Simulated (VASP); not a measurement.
# Ni (Im-3m) in VASP: further runs, part 2 of 2

VASP 6.6.1. The steps go on from the part before.

## 4. Single point, PBEsol, collinear spin, ferromagnetic start

This run uses another cell than the first one, of 10.46 Å³/atom.

INCAR

```
  ALGO = Normal
  EDIFF = 1E-6
  ENCUT = 520
  GGA = PS
  ISIF = 2
  ISMEAR = 0
  ISPIN = 2
  LASPH = T
  LCHARG = F
  LMAXMIX = 4
  LORBIT = 11
  LREAL = F
  LWAVE = F
  MAGMOM = 0.5
  NBANDS = 15
  NELM = 150
  PREC = Accurate
  SIGMA = 0.1
```

KPOINTS

```
k-points
0
Gamma
  22 22 22
```

POSCAR

```
Ni
1.0
   -1.3775377809      1.3775377809      1.3775377809
    1.3775377809     -1.3775377809      1.3775377809
    1.3775377809      1.3775377809     -1.3775377809
Ni
1
Direct
    0.0000000000      0.0000000000      0.0000000000
```

Potentials or basis: VASP PAW PBE potentials, release 64 (Ni).

Launch:

```bash
cat potpaw_PBE.64/Ni/POTCAR > POTCAR
mpirun -np 1 vasp_std > vasp.out
```

OUTCAR:

```text
EDIFF = 1E-6
   ENCUT = 520
   GGA = PS
   ISIF = 2
   ISMEAR = 0
   ISPIN = 2
   LASPH = T
   LORBIT = 11
   LREAL = F
   NELM = 150
   PREC = Accurate

 ion  position               nearest neighbor table
   1  0.000  0.000  0.000-

  LATTYP: Found a body centered cubic cell.
 ALAT       =     2.7550755618

  Lattice vectors:

 A1 = (  -1.3775377809,   1.3775377809,   1.3775377809)
 A2 = (   1.3775377809,  -1.3775377809,   1.3775377809)
[... 1073 lines left out ...]
  -------------------------------------------------------------------------------------
  Total       -0.0035055     -0.0035055     -0.0035055      0.0000000      0.0000000      0.0000000
  in kB       -0.5371433     -0.5371433     -0.5371433      0.0000000      0.0000000      0.0000000
  external PRESSURE =      -0.5371433 kB  Pullay stress =       0.0000000 kB

 VOLUME and BASIS-vectors are now :
 -----------------------------------------------------------------------------
  energy-cutoff  :      520.00
  volume of cell :       10.46
      direct lattice vectors                 reciprocal lattice vectors
    -1.377537781  1.377537781  1.377537781     0.000000000  0.362966451  0.362966451
     1.377537781 -1.377537781  1.377537781     0.362966451  0.000000000  0.362966451
     1.377537781  1.377537781 -1.377537781     0.362966451  0.362966451  0.000000000

 POSITION                                       TOTAL-FORCE (eV/Angst)
 -----------------------------------------------------------------------------------
      0.00000      0.00000      0.00000        -0.000000      0.000000     -0.000000
 -----------------------------------------------------------------------------------
    total drift:                                0.000000      0.000000      0.000000

  FREE ENERGIE OF THE ION-ELECTRON SYSTEM (eV)
  ---------------------------------------------------
  free  energy   TOTEN  =        -6.0385485104 eV

  energy  without entropy=       -6.0314681472  energy(sigma->0) =       -6.03500833

 total charge

# of ion       s       p       d       tot
------------------------------------------
    1        0.511   0.529   8.351   9.391

 magnetization (x)

# of ion       s       p       d       tot
------------------------------------------
    1       -0.004  -0.015   0.537   0.518
```

OSZICAR:

```text
N       E                     dE             d eps       ncg     rms          rms(c)
DAV:   1     0.320432788981E+02    0.32043E+02   -0.42162E+03 21077   0.867E+02
DAV:   2    -0.579133960523E+01   -0.37835E+02   -0.35265E+02 22242   0.163E+02
DAV:   3    -0.718638667470E+01   -0.13950E+01   -0.13743E+01 24363   0.305E+01
DAV:   4    -0.719442219746E+01   -0.80355E-02   -0.80340E-02 23787   0.222E+00
DAV:   5    -0.719451017329E+01   -0.87976E-04   -0.87976E-04 24834   0.208E-01    0.106E+01
DAV:   6    -0.635253480243E+01    0.84198E+00   -0.13512E+01 28206   0.407E+01    0.548E+00
DAV:   7    -0.605672007264E+01    0.29581E+00   -0.21983E+00 26084   0.147E+01    0.197E+00
DAV:   8    -0.603998117418E+01    0.16739E-01   -0.37667E-02 26838   0.131E+00    0.842E-01
DAV:   9    -0.603881790234E+01    0.11633E-02   -0.15063E-03 30120   0.288E-01    0.303E-01
DAV:  10    -0.603854988540E+01    0.26802E-03   -0.11122E-03 30947   0.252E-01    0.525E-02
DAV:  11    -0.603855087412E+01   -0.98872E-06   -0.12630E-05 23429   0.397E-02    0.344E-02
DAV:  12    -0.603854825397E+01    0.26201E-05   -0.12174E-05 26826   0.299E-02    0.575E-03
DAV:  13    -0.603854851036E+01   -0.25639E-06   -0.27593E-07 15521   0.590E-03
   1 F= -.60385485E+01 E0= -.60350083E+01  d E =-.708036E-02  mag=     0.5145
```

stdout:

```text
POSCAR found type information on POSCAR Ni
 POSCAR found :  1 types and       1 ions
 scaLAPACK will be used
 -----------------------------------------------------------------------------
|                                                                             |
|                                                                             |
|     You enforced a specific xc type in the INCAR file but a different       |
|     I HOPE YOU KNOW WHAT YOU ARE DOING!                                     |
|                                                                             |
 -----------------------------------------------------------------------------

 LDA part: xc-table for (Slater+PW92), standard interpolation
 POSCAR, INCAR and KPOINTS ok, starting setup
 FFT: planning ... GRIDC
 FFT: planning ... GRID_SOFT
 FFT: planning ... GRID
 WAVECAR not read
 entering main loop
```

Run time: 1.7 min. Hardware: 1 thread of Intel Xeon Platinum 8259CL at 2.50GHz (Skylake/Cascade Lake), shared host; peak memory 0.19 GiB.

Results:

```yaml
Free_energy: -6.0385 eV
Pressure: -0.1 GPa
Net_moment: 0.51 μB per cell
Site_moments: Ni +0.52 μB
Valence_electrons_inside_the_program's_atomic_spheres: Ni 9.39
```

Caveat: the PAW data sets were made with another functional, which shifts forces and pressure a little.

## 5. Relaxation of cell and atoms, PBEsol, collinear spin, ferromagnetic start

INCAR

```
SYSTEM = Ni
ALGO     = Normal         ! electronic algorithm
EDIFF    = 1E-7           ! SCF threshold, eV
EDIFFG   = -0.005         ! ionic threshold
ENCUT    = 600            ! plane-wave cutoff, eV
GGA      = PS             ! functional
IBRION   = 2              ! ionic algorithm
ISIF     = 3              ! what is computed and relaxed
ISMEAR   = 0              ! smearing method
ISPIN    = 2              ! spin polarisation
LASPH    = .True.         ! aspherical terms in the spheres
LCHARG   = .False.        ! write CHGCAR
LMAXMIX  = 4              ! l up to which the mixer works
LORBIT   = 11             ! projections on sites
LREAL    = .False.        ! projectors in reciprocal space
LWAVE    = .False.        ! write WAVECAR
MAGMOM   = 0.5            ! initial moments
NELM     = 150            ! most SCF steps
NSW      = 100            ! ionic steps
PREC     = Accurate       ! precision mode
SIGMA    = 0.1            ! smearing width, eV
```

KPOINTS

```
k-points
0
Gamma
  22 22 22
  0 0 0
```

POSCAR

```
Ni
1.0
   -1.3837154700      1.3837154700      1.3837154700
    1.3837154700     -1.3837154700      1.3837154700
    1.3837154700      1.3837154700     -1.3837154700
Ni
1
Direct
    0.0000000000      0.0000000000      0.0000000000
```

Launch:

```bash
cat potpaw_PBE.64/Ni/POTCAR > POTCAR
mpirun -np 1 vasp_std > vasp.out
```

It took 2.7 min on 1 thread of Intel Xeon Platinum 8259CL at 2.50GHz (Skylake/Cascade Lake), shared host; peak memory 0.19 GiB.

The run converged. Its results:

```yaml
Free_energy: -6.0384 eV
Relaxed_volume: 10.45 Å³/atom
Relaxed_cell: a = 2.385 Å, b = 2.385 Å, c = 2.385 Å, α = 109.47°, β = 109.47°, γ = 109.47°
Space_group_after_relaxing_to_0.1_Å: Im-3m (No. 229)
Energy_gained_by_relaxing: 1.4 meV/atom
Ionic_steps: 3
Pressure_after_relaxing: 0.0 GPa
Net_moment: 0.51 μB per cell
Site_moments: Ni +0.52 μB
Valence_electrons_inside_the_program's_atomic_spheres: Ni 9.39
```

The path:
```csv
step,energy change (eV),largest force (eV/Å),pressure (GPa),volume (Å³)
1,0.0000,0.0000,-3.03,10.60
2,0.0002,0.0000,3.42,10.29
3,-0.0014,0.0000,-0.01,10.45
```

Final structure:
```
Ni
1.0
    -1.37726    1.37726    1.37726
     1.37726   -1.37726    1.37726
     1.37726    1.37726   -1.37726
Ni
1
Direct
  0.00000 0.00000 0.00000
```

Levels at points of the mesh, in eV from the Fermi level:
Spin up:
| k point | band 2 | band 3 | band 4 | band 5 | band 6 | band 7 | band 8 | band 9 |
| --- | --- | --- | --- | --- | --- | --- | --- | --- |
| (0.00, 0.00, 0.00) | -2.35 | -2.35 | -2.35 | -0.86 | -0.86 | 26.87 | 26.87 | 26.87 |
| (0.50, 0.00, 0.00) | -3.33 | -0.94 | -0.69 | 0.04 | 0.19 | 6.80 | 19.46 | 20.60 |
| (0.50, 0.50, 0.50) | -4.39 | -0.20 | -0.20 | -0.20 | 9.99 | 9.99 | 9.99 | 16.08 |
Spin down:
```tsv
k point	band 1	band 2	band 3	band 4	band 5	band 6	band 7	band 8	band 9
(0.00, 0.00, 0.00)	-9.19	-1.75	-1.75	-1.75	-0.39	-0.39	26.81	26.81	26.81
(0.50, 0.00, 0.00)	-4.49	-2.78	-0.42	-0.22	0.19	0.73	7.13	19.42	20.70
(0.50, 0.50, 0.50)	-4.08	-4.08	0.49	0.49	0.49	10.04	10.04	10.04	16.20
```

Caveat: the PAW data sets were made with another functional, which shifts forces and pressure a little.

## 6. Single point, PBEsol, collinear spin, ferromagnetic start

This run uses another cell than the first one: it holds 2 atoms, not 1.

INCAR

```
  PREC = Accurate
  ENCUT = 520
  EDIFF = 1E-6
  ISMEAR = 0
  SIGMA = 0.15
  LREAL = False
  LASPH = True
  NELM = 150
  ALGO = Normal
  ISIF = 2
  LWAVE = False
  LCHARG = True
  ISPIN = 2
  MAGMOM = 0.6 0.6
  LORBIT = 11
  LMAXMIX = 4
  GGA = PS
  LELF = True
  LVHAR = True
  NBANDS = 21
```

KPOINTS

```
regular mesh
0
Gamma
  14 14 10
```

POSCAR

```
Ni
1.0
   -1.3775377809      1.3775377809      1.3775377809
    1.3775377809     -1.3775377809      1.3775377809
    2.7550755617      2.7550755617      0.0000000000
Ni
2
Direct
    0.0000000000      0.0000000000      0.0000000000
    0.5000000000      0.5000000000      0.5000000000
```

Potentials or basis: VASP PAW PBE potentials, release 64 (Ni).

Launch:

```bash
cat potpaw_PBE.64/Ni/POTCAR > POTCAR
mpirun -np 1 vasp_std > vasp.out
```

OUTCAR:

```text
PREC = Accurate
   ENCUT = 520
   EDIFF = 1E-6
   ISMEAR = 0
   LREAL = False
   LASPH = True
   NELM = 150
   ISIF = 2
   ISPIN = 2
   LORBIT = 11
   GGA = PS

 ion  position               nearest neighbor table
   1  0.000  0.000  0.000-   2 2.39   2 2.39   2 2.39   2 2.39   2 2.76   2 2.76   2 2.76   2 2.76

   2  0.500  0.500  0.500-   1 2.39   1 2.39   1 2.39   1 2.39   1 2.76   1 2.76   1 2.76   1 2.76

  LATTYP: Found a base centered orthorhombic cell.
 ALAT       =     2.7550755618
 B/A-ratio  =     1.4142135624
 C/A-ratio  =     1.4142135623

  Lattice vectors:

 A1 = (  -1.3775377809,   1.3775377809,   1.3775377809)
 A2 = (   1.3775377809,  -1.3775377809,   1.3775377809)
 A3 = (   2.7550755617,   2.7550755617,   0.0000000000)

Analysis of symmetry for initial positions (statically):
=====================================================================
 Subroutine PRICEL returns following result:

  LATTYP: Found a body centered cubic cell.
 ALAT       =     2.7550755618
[... 12 lines left out ...]
 Subroutine GETGRP returns: Found  8 space group operations
 (whereof  8 operations were pure point group operations)
 out of a pool of  8 trial point group operations.

The static configuration has the point symmetry D_2h.

Analysis of symmetry for dynamics (positions and initial velocities):
=====================================================================
 Subroutine PRICEL returns following result:

  LATTYP: Found a body centered cubic cell.
 ALAT       =     2.7550755618
[... 12 lines left out ...]
 Subroutine GETGRP returns: Found  8 space group operations
 (whereof  8 operations were pure point group operations)
 out of a pool of  8 trial point group operations.

The dynamic configuration has the point symmetry D_2h.

Analysis of structural, dynamic, and magnetic symmetry:
=====================================================================
 Subroutine PRICEL returns following result:

  LATTYP: Found a body centered cubic cell.
 ALAT       =     2.7550755618
[... 12 lines left out ...]
 Subroutine GETGRP returns: Found  8 space group operations
[... 145 lines left out ...]
  ---------------------------------------------------
  free energy    TOTEN  =       -12.08719837 eV

  energy without entropy =      -12.05225034  energy(sigma->0) =      -12.06972435

 E-fermi :   9.6243     XC(G=0): -13.6676

 val. band max:        9.6235142251   @ k =  -0.2857   0.0714   0.2000
 cond. band min:       9.6253350244   @ k =  -0.3571   0.1429   0.0000
 fundamental gap:      0.0018207994
 Fermi energy:         9.6242589089

 spin component 1

 k-point     1 :       0.0000    0.0000    0.0000
  band No.  band energies     occupation
      1       0.4187      1.00000
      2       4.7991      1.00000
      3       6.2837      1.00000
      4       7.2635      1.00000
      5       7.2663      1.00000
      6       7.2693      1.00000
[... 565 lines left out ...]
     20      40.4330      0.00000
     21      43.8960      0.00000

 [... further k-points ...]

 spin component 2

 k-point     1 :       0.0000    0.0000    0.0000
  band No.  band energies     occupation
      1       0.4247      1.00000
      2       5.1251      1.00000
      3       6.8253      1.00000
      4       7.8595      1.00000
      5       7.8604      1.00000
      6       7.8607      1.00000
[... 565 lines left out ...]
     20      40.5086      0.00000
     21      43.9301      0.00000

 [... further k-points ...]

------------------------ aborting loop because EDIFF is reached ----------------------------------------

  FORCE on cell =-STRESS in cart. coord.  units (eV):
  Direction    XX          YY          ZZ          XY          YZ          ZX
  --------------------------------------------------------------------------------------
  -------------------------------------------------------------------------------------
  Total        0.0008514      0.0008514     -0.0111127      0.0111638      0.0000000      0.0000000
  in kB        0.0652327      0.0652327     -0.8513915      0.8553107      0.0000000      0.0000000
  external PRESSURE =      -0.2403087 kB  Pullay stress =       0.0000000 kB

 VOLUME and BASIS-vectors are now :
 -----------------------------------------------------------------------------
  energy-cutoff  :      520.00
  volume of cell :       20.91
      direct lattice vectors                 reciprocal lattice vectors
    -1.377537781  1.377537781  1.377537781    -0.181483226  0.181483226  0.362966451
     1.377537781 -1.377537781  1.377537781     0.181483226 -0.181483226  0.362966451
     2.755075562  2.755075562  0.000000000     0.181483226  0.181483226  0.000000000

 POSITION                                       TOTAL-FORCE (eV/Angst)
 -----------------------------------------------------------------------------------
      0.00000      0.00000      0.00000         0.000000      0.000000      0.000000
      1.37754      1.37754      1.37754        -0.000000     -0.000000     -0.000000
 -----------------------------------------------------------------------------------
    total drift:                               -0.000000      0.000000     -0.000000

  FREE ENERGIE OF THE ION-ELECTRON SYSTEM (eV)
  ---------------------------------------------------
  free  energy   TOTEN  =       -12.0871983684 eV

  energy  without entropy=      -12.0522503355  energy(sigma->0) =      -12.06972435

 total charge

# of ion       s       p       d       tot
------------------------------------------
    1        0.511   0.529   8.351   9.391
    2        0.511   0.529   8.351   9.391
--------------------------------------------------
tot          1.022   1.059  16.702  18.782

 magnetization (x)

# of ion       s       p       d       tot
------------------------------------------
    1       -0.004  -0.015   0.529   0.510
    2       -0.004  -0.015   0.529   0.510
--------------------------------------------------
tot         -0.008  -0.031   1.057   1.019
```

Wall time 4.1 min (1 thread of Intel Xeon Platinum 8259CL at 2.50GHz (Skylake/Cascade Lake), shared host); peak memory 0.31 GiB.

What came out:

```
Free energy                                           : -12.0872 eV
Pressure                                              : 0.0 GPa
Net moment                                            : 1.01 μB per cell
Site moments                                          : Ni +0.51 μB
Valence electrons inside the program's atomic spheres : Ni 9.39
```

Stress tensor (GPa, compression positive):
```
 0.01  0.09  0.00
 0.09  0.01  0.00
 0.00  0.00 -0.09
```

Caveat: the PAW data sets were made with another functional, which shifts forces and pressure a little.

## 7. The runs side by side

```csv
task,cell,k mesh,cutoff (eV),smearing,gap on the mesh (eV),pressure (GPa),moment (μB)
single point,"a = 2.397 Å, angles 109.5°, 1 atom, atomic positions A",10 × 10 × 10,520,gaussian 0.1 eV,none,-3.4,0.39
single point,"a = 2.755 Å, 2 atoms, atomic positions B",12 × 12 × 12,520,gaussian 0.15 eV,none,-0.1,0.98
single point,"a = 2.386 Å, angles 109.5°, 1 atom, atomic positions A",22 × 22 × 22,520,gaussian 0.1 eV,none,-0.1,0.51
relaxation of cell and atoms,"relaxed from a = 2.397 Å, angles 109.5°, 1 atom, atomic positions A",22 × 22 × 22,600,gaussian 0.1 eV,none,0.0,0.51
single point,"a = 2.386, b = 2.386, c = 3.896 Å, angles 90.0, 90.0, 109.5°, 2 atoms, atomic positions B",14 × 14 × 10,520,gaussian 0.15 eV,none,0.0,1.01
```

Alike in all rows: level PBEsol; potentials or basis VASP PAW PBE potentials, release 64 (Ni); spin collinear, ferromagnetic start.

Caveats: the PAW data sets were made with another functional, which shifts forces and pressure a little; the cell stands under tension (at least some runs).

Absolute energies hang on the potentials; compare differences alone.
